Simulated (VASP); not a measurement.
# B (P6_3/mmc) in VASP: notebook, part 2 of 2

VASP 6.6.1.

### 4 Relaxation of cell and atoms, RPBE

This run uses another cell than the first one, of 6.55 Å³/atom, 0.426 times its volume.

Input file INCAR:

```
SYSTEM = B
  PREC = Accurate
  ENCUT = 910
  EDIFF = 1E-7
  ISMEAR = -1
  SIGMA = 0.1
  LREAL = .FALSE.
  LASPH = .TRUE.
  NELM = 120
  ALGO = Normal
  ISIF = 3
  LWAVE = .FALSE.
  LCHARG = .FALSE.
  GGA = RP
  IBRION = 2
  NSW = 80
  EDIFFG = -0.01
  GGA_COMPAT = .FALSE.
  NELMIN = 4
```

Input file KPOINTS:

```
regular mesh
0
G
  17 17 9
  0 0 0
```

Input file POSCAR:

```
B
1.0
    2.1005919712      0.0000000000      0.0000000000
   -1.0502959856      1.8191660100      0.0000000000
    0.0000000000      0.0000000000      3.4302666889
B
2
Direct
    0.3333333333      0.6666666667      0.2500000000
    0.6666666667      0.3333333333      0.7500000000
```

Potentials or basis: VASP PAW PBE potentials, release 64 (B_h).

The run is started by

```console
$ cat potpaw_PBE.64/B_h/POTCAR > POTCAR
$ mpirun -np 1 vasp_std > vasp.out
```

OUTCAR:

```text
SYSTEM = B
   PREC = Accurate
   ENCUT = 910
   EDIFF = 1E-7
   ISMEAR = -1
   LREAL = .FALSE.
   LASPH = .TRUE.
   NELM = 120
   ISIF = 3
   GGA = RP
   IBRION = 2
   NSW = 80
   EDIFFG = -0.01
   NELMIN = 4

 ion  position               nearest neighbor table
   1  0.333  0.667  0.250-
   2  0.667  0.333  0.750-

  LATTYP: Found a hexagonal cell.
 ALAT       =     2.1005919712
 C/A-ratio  =     1.6330000000

  Lattice vectors:

 A1 = (   2.1005919712,   0.0000000000,   0.0000000000)
 A2 = (  -1.0502959856,   1.8191660100,   0.0000000000)
 A3 = (   0.0000000000,   0.0000000000,   3.4302666889)

Analysis of symmetry for initial positions (statically):
=====================================================================
 Subroutine PRICEL returns:
[... 525 lines left out ...]
      7      23.5916      0.00000

 [... further k-points ...]

[... ionic steps 4 to 26 ...]

--------------------------------------- Ionic step       27  -------------------------------------------

 number of electron       5.9999999 magnetization

------------------------ aborting loop because EDIFF is reached ----------------------------------------
[... 67 lines left out ...]
--------------------------------------- Ionic step       29  -------------------------------------------

 number of electron       5.9999999 magnetization

 Free energy of the ion-electron system (eV)
  ---------------------------------------------------
  ext. energy  EPLUGINS =         0.00000000
  ---------------------------------------------------
  free energy    TOTEN  =       -10.98324781 eV

  energy without entropy =      -10.96762863  energy(sigma->0) =      -10.97543822

 E-fermi :   8.7524     XC(G=0): -11.3064

 val. band max:        8.6933899937   @ k =   0.3529   0.0000   0.4444
 cond. band min:       8.7702306408   @ k =   0.2941   0.1176   0.3333
 fundamental gap:      0.0768406471
 Fermi energy:         8.7524194678

 k-point     1 :       0.0000    0.0000    0.0000
  band No.  band energies     occupation
      1      -8.7411      2.00000
      2      -7.5613      2.00000
      3      -0.7424      2.00000
      4       3.9911      2.00000
      5      13.1011      0.00000
      6      24.4881      0.00000
      7      30.9749      0.00000
[... 259 lines left out ...]
  FREE ENERGIE OF THE ION-ELECTRON SYSTEM (eV)
  ---------------------------------------------------
  free  energy   TOTEN  =       -10.9832478143 eV

  energy  without entropy=      -10.9676286307  energy(sigma->0) =      -10.97543822

 reached required accuracy - stopping structural energy minimisation
```

OSZICAR:

```text
N       E                     dE             d eps       ncg     rms          rms(c)
DAV:   1     0.297178671233E+01    0.29718E+01   -0.43126E+03  2331   0.119E+03
DAV:   2    -0.949611825315E+01   -0.12468E+02   -0.12056E+02  3584   0.887E+01
[... 233 lines left out ...]
  28 F= -.10983235E+02 E0= -.10975448E+02  d E =-.145998E-03
       N       E                     dE             d eps       ncg     rms          rms(c)
DAV:   1    -0.109832553215E+02   -0.20559E-04   -0.32618E-04  2429   0.152E-01    0.106E-02
DAV:   2    -0.109832497286E+02    0.55929E-05   -0.67847E-06  3122   0.229E-02    0.522E-03
DAV:   3    -0.109832477976E+02    0.19310E-05   -0.45915E-06  2611   0.142E-02    0.552E-04
DAV:   4    -0.109832478143E+02   -0.16617E-07   -0.62814E-08  2702   0.272E-03
  29 F= -.10983248E+02 E0= -.10975438E+02  d E =-.130358E-04
```

CONTCAR:

```text
B
   1.00000000000000
     1.7219996171852054    0.0000000000000000   -0.0000000000000000
    -0.8609998085926027    1.4912954137745962   -0.0000000000000000
    -0.0000000000000000   -0.0000000000000002    6.0177427219791229
  B
     2
Direct
     0.3333333332999970    0.6666666667000030    0.2500000000000000
     0.6666666667000030    0.3333333332999970    0.7500000000000000

  0.00000000E+00  0.00000000E+00  0.00000000E+00
  0.00000000E+00  0.00000000E+00  0.00000000E+00
```

Wall time 8.1 min (1 thread of Intel Xeon Platinum 8259CL at 2.50GHz (Skylake/Cascade Lake), shared host); peak memory 0.16 GiB.

What came out:

```
Free energy                            : -10.9832 eV
Relaxed volume                         : 7.73 Å³/atom
Relaxed cell                           : a = 1.722 Å, b = 1.722 Å, c = 6.018 Å, α = 90.00°, β = 90.00°, γ = 120.00°
Space group after relaxing (to 0.05 Å) : P6_3/mmc (No. 194)
Energy gained by relaxing              : 647.5 meV/atom
Ionic steps                            : 29
Pressure after relaxing                : 0.1 GPa
Band gap on the k mesh                 : zero (band 3 reaches 11.32 eV, above the bottom of band 4 at 1.72 eV)
```

Stress tensor (GPa, compression positive):
```
 0.12  0.00  0.00
 0.00  0.12  0.00
 0.00  0.00 -0.07
```

Step by step:
| step | energy change (eV) | largest force (eV/Å) | pressure (GPa) | volume (Å³) |
| --- | --- | --- | --- | --- |
| 1 | 0.0000 | 0.0000 | -16.14 | 13.11 |
| 2 | -0.0889 | 0.0000 | 4.79 | 11.89 |
| 3 | -0.0889 | 0.0000 | 4.90 | 11.88 |
| 4 | -0.1462 | 0.0000 | 6.18 | 11.89 |
| 5 | -0.3619 | 0.0000 | 15.13 | 11.83 |
| 6 | -0.4638 | 0.0000 | 54.34 | 11.35 |
| 7 | -0.4183 | 0.0000 | 63.84 | 11.21 |
| 8 | -0.3108 | 0.0000 | 90.87 | 10.91 |
| 9 | -0.3732 | 0.0000 | 77.70 | 11.03 |
| 10 | -0.3358 | 0.0000 | 86.50 | 10.95 |
| 11 | -0.3386 | 0.0000 | 86.83 | 10.95 |
| 12 | -0.3459 | 0.0000 | 87.89 | 10.97 |
| 13 | -0.3558 | 0.0000 | 90.16 | 11.00 |
| 14 | -0.3591 | 0.0000 | 95.12 | 11.07 |
| 15 | -0.3766 | 0.0000 | 93.94 | 11.10 |
| 16 | -0.4281 | 0.0000 | 90.48 | 11.20 |
| 17 | -0.5258 | 0.0000 | 83.88 | 11.41 |
| 18 | -0.6988 | 0.0000 | 71.75 | 11.83 |
| 19 | -0.9617 | 0.0000 | 50.54 | 12.69 |
| 20 | -1.2185 | 0.0000 | 20.68 | 14.49 |
| 21 | -1.2445 | 0.0000 | 12.72 | 15.16 |
| 22 | -1.2466 | 0.0000 | 10.76 | 15.34 |
| 23 | -1.2689 | 0.0000 | 7.94 | 15.36 |
| 24 | -1.2948 | 0.0000 | 0.31 | 15.38 |
| 25 | -1.2948 | 0.0000 | 0.63 | 15.38 |
| 26 | -1.2948 | 0.0000 | 0.82 | 15.38 |
| 27 | -1.2949 | 0.0000 | 0.66 | 15.40 |
| 28 | -1.2950 | 0.0000 | 0.19 | 15.45 |
| 29 | -1.2950 | 0.0000 | 0.06 | 15.45 |

Final structure:
```
B
1.0
     1.72200    0.00000    0.00000
    -0.86100    1.49130    0.00000
     0.00000    0.00000    6.01774
B
2
Direct
  0.33333 0.66667 0.25000
  0.66667 0.33333 0.75000
```

Levels at points of the mesh, in eV from the Fermi level:
```csv
k point,band 1,band 2,band 3,band 4,band 5,band 6,band 7
"(0.00, 0.00, 0.00)",-17.49,-16.31,-9.49,-4.76,4.35,15.74,22.22
```

Caveat: the volume moved by over 15 % at a fixed basis, so the end points are rough; the PAW data sets were made with another functional, which shifts forces and pressure a little.

### 5 Summary

```csv
task,potentials or basis,cell,k mesh,cutoff (eV),second run,gap on the mesh (eV),pressure (GPa),relaxed volume (Å³/atom)
single point,"VASP PAW PBE potentials, release 64 (B)","a = 1.791, b = 1.791, c = 11.067 Å, angles 90.0, 90.0, 120.0°, 2 atoms",23 × 23 × 4,520,-,none,-11.5,-
relaxation of cell and atoms,"VASP PAW PBE potentials, release 64 (B)","relaxed from a = 2.101, b = 2.101, c = 3.430 Å, angles 90.0, 90.0, 120.0°, 2 atoms",17 × 17 × 9,600,-,none,0.1,7.99
relaxation of cell and atoms,"VASP PAW PBE potentials, release 64 (B_h)","relaxed from a = 2.101, b = 2.101, c = 3.430 Å, angles 90.0, 90.0, 120.0°, 2 atoms",17 × 17 × 9,910,hard_potentials,none,0.1,7.73
```

Alike in all rows: level RPBE; no spin polarisation; smearing fermi-dirac 0.1 eV.

Caveats: the PAW data sets were made with another functional, which shifts forces and pressure a little; the volume moved by over 15 % at a fixed basis, so the end points are rough (some runs).

Absolute energies hang on the potentials; compare differences alone.
